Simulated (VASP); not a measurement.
# SnO2 in VASP: a series of runs

The runs below take SnO2 through single point, with LDA.

Everything below comes from runs of VASP 6.6.1. Logs are shortened: lines on timing, memory, paths and dates and some standing lists are left out, and cuts for length are marked.

## Step 1: The cell of the first run

The typed cell holds 6 atoms: a = 4.721 Å, b = 4.724 Å, c = 3.126 Å, α = 90.00°, β = 90.00°, γ = 90.00°.

## Step 2: Single point, LDA (strain along c alone, the other axes held: -2.0 %, then relaxed in part)

Contents of INCAR:

```
SYSTEM = SnO2
  PREC = Accurate
  ENCUT = 520
  EDIFF = 1E-6
  ISMEAR = 0
  SIGMA = 0.02
  LREAL = .False.
  LASPH = .True.
  NELM = 60
  ALGO = Normal
  ISIF = 2
  LWAVE = .False.
  LCHARG = .False.
  NBANDS = 35
```

Contents of KPOINTS:

```
regular mesh
0
Gamma
  6 6 8
  0 0 0
```

Contents of POSCAR:

```
SnO2
1.0
    4.7212714757      0.0000000000      0.0000000000
    0.0000000000      4.7242464866      0.0000000000
    0.0000000000      0.0000000000      3.1262190150
Sn O
2 4
Direct
    0.5000000000      0.5000000000      0.5000000000
    0.0000000000      0.0000000000      0.0000000000
    0.3045994980      0.3054627047      0.0000000000
    0.8045994980      0.1945372953      0.5000000000
    0.1954005020      0.8054627047      0.5000000000
    0.6954005020      0.6945372953      0.0000000000
```

Potentials or basis: VASP PAW LDA potentials, release 64 (Sn_d, O).

The run is started by

```
$ cat potpaw_LDA.64/Sn_d/POTCAR potpaw_LDA.64/O/POTCAR > POTCAR
$ mpirun -np 1 vasp_std > vasp.out
```

OUTCAR:

```text
SYSTEM = SnO2
   PREC = Accurate
   ENCUT = 520
   EDIFF = 1E-6
   ISMEAR = 0
   LREAL = .False.
   LASPH = .True.
   NELM = 60
   ISIF = 2

 ion  position               nearest neighbor table
   1  0.500  0.500  0.500-   3 2.03   6 2.03   3 2.03   6 2.03   5 2.04   4 2.04   2 3.69   2 3.69
                             2 3.69   2 3.69   2 3.69   2 3.69   2 3.69   2 3.69
   2  0.000  0.000  0.000-   4 2.03   5 2.03   4 2.03   5 2.03   3 2.04   6 2.04   1 3.69   1 3.69
                             1 3.69   1 3.69   1 3.69   1 3.69   1 3.69   1 3.69
   3  0.305  0.305  0.000-   1 2.03   1 2.03   2 2.04
   4  0.805  0.195  0.500-   2 2.03   2 2.03   1 2.04
   5  0.195  0.805  0.500-   2 2.03   2 2.03   1 2.04
   6  0.695  0.695  0.000-   1 2.03   1 2.03   2 2.04

  LATTYP: Found a simple orthorhombic cell.
 ALAT       =     3.1262190150
 B/A-ratio  =     1.5102177592
 C/A-ratio  =     1.5111693915

  Lattice vectors:

 A1 = (   0.0000000000,   0.0000000000,   3.1262190150)
 A2 = (   4.7212714757,   0.0000000000,   0.0000000000)
 A3 = (   0.0000000000,   4.7242464866,   0.0000000000)

Analysis of symmetry for initial positions (statically):
=====================================================================
 Subroutine PRICEL returns:
 Original cell was already a primitive cell.

 Routine SETGRP: Setting up the symmetry group for a
 simple orthorhombic supercell.

 Subroutine GETGRP returns: Found  8 space group operations
 (whereof  4 operations were pure point group operations)
 out of a pool of  8 trial point group operations.

The static configuration has the point symmetry C_2h.
 The point group associated with its full space group is D_2h.

Analysis of symmetry for dynamics (positions and initial velocities):
=====================================================================
 Subroutine PRICEL returns:
 Original cell was already a primitive cell.

 Routine SETGRP: Setting up the symmetry group for a
 simple orthorhombic supercell.

 Subroutine GETGRP returns: Found  8 space group operations
 (whereof  4 operations were pure point group operations)
 out of a pool of  8 trial point group operations.

The dynamic configuration has the point symmetry C_2h.
 The point group associated with its full space group is D_2h.

 Subroutine INISYM returns: Found  8 space group operations
 (whereof  4 operations are pure point group operations),
 and found     1 'primitive' translations

----------------------------------------------------------------------------------------

                                     Primitive cell

  volume of cell :      69.7286

  direct lattice vectors                    reciprocal lattice vectors
     4.721271476  0.000000000  0.000000000     0.211807350  0.000000000  0.000000000
     0.000000000  4.724246487  0.000000000     0.000000000  0.211673968  0.000000000
     0.000000000  0.000000000  3.126219015     0.000000000  0.000000000  0.319875222

  length of vectors
     4.721271476  4.724246487  3.126219015     0.211807350  0.211673968  0.319875222

  position of ions in fractional coordinates (direct lattice)
     0.500000000  0.500000000  0.500000000
     0.000000000  0.000000000  0.000000000
     0.304599498  0.305462705  0.000000000
     0.804599498  0.194537295  0.500000000
     0.195400502  0.805462705  0.500000000
     0.695400502  0.694537295  0.000000000

  ion indices of the primitive-cell ions
   primitive index   ion index
                 1           1
                 2           2
                 3           3
                 4           4
                 5           5
                 6           6

----------------------------------------------------------------------------------------

 KPOINTS: regular mesh

Automatic generation of k-mesh.
 Grid dimensions read from file:
 generate k-points for:    6    6    8

 Generating k-lattice:

  Cartesian coordinates                     Fractional coordinates (reciprocal lattice)
     0.035301225  0.000000000  0.000000000     0.166666667  0.000000000  0.000000000
     0.000000000  0.035278995  0.000000000     0.000000000  0.166666667  0.000000000
     0.000000000  0.000000000  0.039984403     0.000000000  0.000000000  0.125000000

  Length of vectors
     0.035301225  0.035278995  0.039984403

  Shift w.r.t. Gamma in fractional coordinates (k-lattice)
     0.000000000  0.000000000  0.000000000

 Subroutine IBZKPT returns following result:
 ===========================================

 Found     80 irreducible k-points:

 Following reciprocal coordinates:
            Coordinates               Weight
  0.000000  0.000000  0.000000      1.000000
  0.166667  0.000000  0.000000      2.000000
  0.333333  0.000000  0.000000      2.000000
  0.500000  0.000000  0.000000      1.000000
  0.000000  0.166667  0.000000      2.000000
  0.166667  0.166667  0.000000      4.000000
[... 16 lines left out ...]
  0.333333  0.166667  0.125000      8.000000
  0.500000  0.166667  0.125000      4.000000
 [... further k-points ...]
   k-points           NKPTS =     80   k-points in BZ     NKDIM =     80   number of bands    NBANDS=     35
   number of dos      NEDOS =    301   number of ions     NIONS =      6
   total plane-waves  NPLWV =  31104
   dimension x,y,z NGX =    36 NGY =   36 NGZ =   24
   dimension x,y,z NGXF=    72 NGYF=   72 NGZF=   48
   ions per type =               2   4
   NGX,Y,Z   is equivalent  to a cutoff of  12.68, 12.67, 12.76 a.u.
   NGXF,Y,Z  is equivalent  to a cutoff of  25.35, 25.34, 25.53 a.u.
 SYSTEM =  SnO2
   PREC   = accura    normal or accurate (medium, high low for compatibility)
   ISTART =      0    job   : 0-new  1-cont  2-samecut
   ICHARG =      2    charge: 1-file 2-atom 10-const
   ISPIN  =      1    spin polarized calculation?
   LNONCOLLINEAR =      F non collinear calculations
   LSORBIT =      F    spin-orbit coupling
   LASPH  =      T    aspherical Exc in radial PAW
   ENCUT  =  520.0 eV  38.22 Ry    6.18 a.u.   8.78  8.78  5.81*2*pi/ulx,y,z
   NELM   =     60;   NELMIN=  2; NELMDL= -5     # of ELM steps
   EDIFF  = 0.1E-05   stopping-criterion for ELM
   LREAL  =      F    real-space projection
   EDIFFG = 0.1E-04   stopping-criterion for IOM
   NSW    =      0    number of steps for IOM
   IBRION =     -1    ionic relax: 0-MD 1-quasi-New 2-CG
   NFREE  =      0    steps in history (QN), initial steepest desc. (CG)
   ISIF   =      2    stress and relaxation
   ISYM   =      2    0-nonsym 1-usesym 2-fastsym
   POTIM  = 0.5000    time-step for ionic-motion
   TEBEG  =    0.0;   TEEND  =   0.0 temperature during run
   PSTRESS=    0.0 pullay stress
   NELECT =      52.0000    total number of electrons
   NUPDOWN=      -1.0000    fix difference up-down
   EMIN   =  10.00;   EMAX   =-10.00  energy-range for DOS
   EFERMI =   0.00;   METHOD = LEGACY
   ISMEAR =     0;   SIGMA  =   0.02  broadening in eV -4-tet -1-fermi 0-gaus
   EFERMI_NEDOS =   21; number of points for ismear=-14 and -15
   IALGO  =     38    algorithm
   IMIX   =      4    mixing-type and parameters
     AMIX     =   0.40;   BMIX     =  1.00
     AMIX_MAG =   1.60;   BMIX_MAG =  1.00
  volume/ion in A,a.u.               =      11.62        78.43
  Fermi-wavevector in a.u.,A,eV,Ry     =   1.484587  2.805463 29.987219  2.203998
  Thomas-Fermi vector in A             =   2.598105
   LORBIT       =      0    0 simple, 1 ext, 2 COOP (PROOUT), +10 PAW based schemes
   GGA     = CA    functional components
   LHFCALC =     F    Hartree Fock is set to
   AEXX    =    0.0000 exact exchange contribution
   IVDW    =     0    specifies the selected vdW correction
   LEPSILON=     F    determine dielectric tensor
   LRPA    =     F    only Hartree local field effects (RPA)
 non-spin polarized calculation
 Gauss-broadening in eV      SIGMA  =   0.02
  energy-cutoff  :      520.00
  volume of cell :       69.73
 maximum number of plane-waves:      1907
 NGX is ok and might be reduce to    36
   NGX = 17   NGY = 17   NGZ = 11

 number of electron      51.9999975 magnetization

 Free energy of the ion-electron system (eV)
  ---------------------------------------------------
  ext. energy  EPLUGINS =         0.00000000
  ---------------------------------------------------
  free energy    TOTEN  =       -42.22535312 eV

  energy without entropy =      -42.22535312  energy(sigma->0) =      -42.22535312

 E-fermi :   6.3356     XC(G=0): -11.9308

 val. band max:        6.1762297709   @ k =   0.0000   0.0000   0.0000
 cond. band min:       7.6516300139   @ k =   0.0000   0.0000   0.0000
 fundamental gap:      1.4754002429
 Fermi energy:         6.3355924890

 k-point     1 :       0.0000    0.0000    0.0000
  band No.  band energies     occupation
      1     -14.9061      2.00000
      2     -14.1113      2.00000
      3     -13.7575      2.00000
      4     -13.7326      2.00000
      5     -13.7325      2.00000
      6     -13.6316      2.00000
[... 27 lines left out ...]
     34      18.2915      0.00000
     35      18.6490      0.00000

 k-point     2 :       0.1667    0.0000    0.0000
  band No.  band energies     occupation
      1     -14.8620      2.00000
      2     -14.1605      2.00000
      3     -13.7567      2.00000
      4     -13.7305      2.00000
      5     -13.7303      2.00000
      6     -13.6733      2.00000
[... 27 lines left out ...]
     34      18.2379      0.00000
     35      18.6401      0.00000

 k-point     3 :       0.3333    0.0000    0.0000
  band No.  band energies     occupation
      1     -14.7342      2.00000
      2     -14.3204      2.00000
      3     -13.7542      2.00000
      4     -13.7272      2.00000
      5     -13.7262      2.00000
      6     -13.7259      2.00000
[... 27 lines left out ...]
     34      18.1993      0.00000
     35      18.5497      0.00000
[... 723 lines left out ...]
 k-point    23 :       0.3333    0.1667    0.1250
  band No.  band energies     occupation
      1     -14.6580      2.00000
      2     -14.3239      2.00000
      3     -13.9118      2.00000
      4     -13.9104      2.00000
      5     -13.7024      2.00000
      6     -13.6516      2.00000
[... 27 lines left out ...]
     34      18.2408      0.00000
     35      18.4310      0.00000

 k-point    24 :       0.5000    0.1667    0.1250
  band No.  band energies     occupation
      1     -14.5078      2.00000
      2     -14.5078      2.00000
      3     -13.9118      2.00000
      4     -13.9118      2.00000
      5     -13.6782      2.00000
      6     -13.6782      2.00000
[... 27 lines left out ...]
     34      18.3110      0.00000
     35      18.7085      0.00000

 [... further k-points ...]
[... 5 lines left out ...]
  --------------------------------------------------------------------------------------
  -------------------------------------------------------------------------------------
  Total        1.8603911      1.8556300      4.6679950      0.0000000      0.0000000      0.0000000
  in kB       42.7468302     42.6374317    107.2580850      0.0000000      0.0000000      0.0000000
  external PRESSURE =      64.2141156 kB  Pullay stress =       0.0000000 kB

 VOLUME and BASIS-vectors are now :
 -----------------------------------------------------------------------------
  energy-cutoff  :      520.00
  volume of cell :       69.73
      direct lattice vectors                 reciprocal lattice vectors
     4.721271476  0.000000000  0.000000000     0.211807350  0.000000000  0.000000000
     0.000000000  4.724246487  0.000000000     0.000000000  0.211673968  0.000000000
     0.000000000  0.000000000  3.126219015     0.000000000  0.000000000  0.319875222

 POSITION                                       TOTAL-FORCE (eV/Angst)
 -----------------------------------------------------------------------------------
      2.36064      2.36212      1.56311         0.000000      0.000000      0.000000
      0.00000      0.00000      0.00000         0.000000      0.000000      0.000000
      1.43810      1.44308      0.00000        -0.020329     -0.020932      0.000000
      3.79873      0.91904      1.56311        -0.020329      0.020932      0.000000
      0.92254      3.80520      1.56311         0.020329     -0.020932     -0.000000
      3.28317      3.28117      0.00000         0.020329      0.020932     -0.000000
 -----------------------------------------------------------------------------------
    total drift:                                0.000000      0.000000      0.000000

  FREE ENERGIE OF THE ION-ELECTRON SYSTEM (eV)
  ---------------------------------------------------
  free  energy   TOTEN  =       -42.2253531167 eV

  energy  without entropy=      -42.2253531167  energy(sigma->0) =      -42.22535312
```

It took 3.3 min on 1 thread of Intel Xeon 8259CL, shared host; peak memory 0.26 GiB.

Results:

| Item | Value |
| --- | --- |
| Free energy | -42.2254 eV |
| Pressure | 6.4 GPa |
| Largest force | 0.029 eV/Å |
| Band gap on the k mesh | 1.48 eV |

Forces in eV/Å, atoms in the order of the input:
```
Sn   0.000  0.000  0.000
Sn   0.000  0.000  0.000
O   -0.020 -0.021  0.000
O   -0.020  0.021  0.000
O    0.020 -0.021  0.000
O    0.020  0.021  0.000
```

Caveat: the cell differs from its parent crystal (strain along c alone, the other axes held: -2.0 %, then relaxed in part); the cell stands under pressure; spin-orbit coupling is left out, which moves the levels of the heavy elements.

(Part 1 of 3 ends here.)
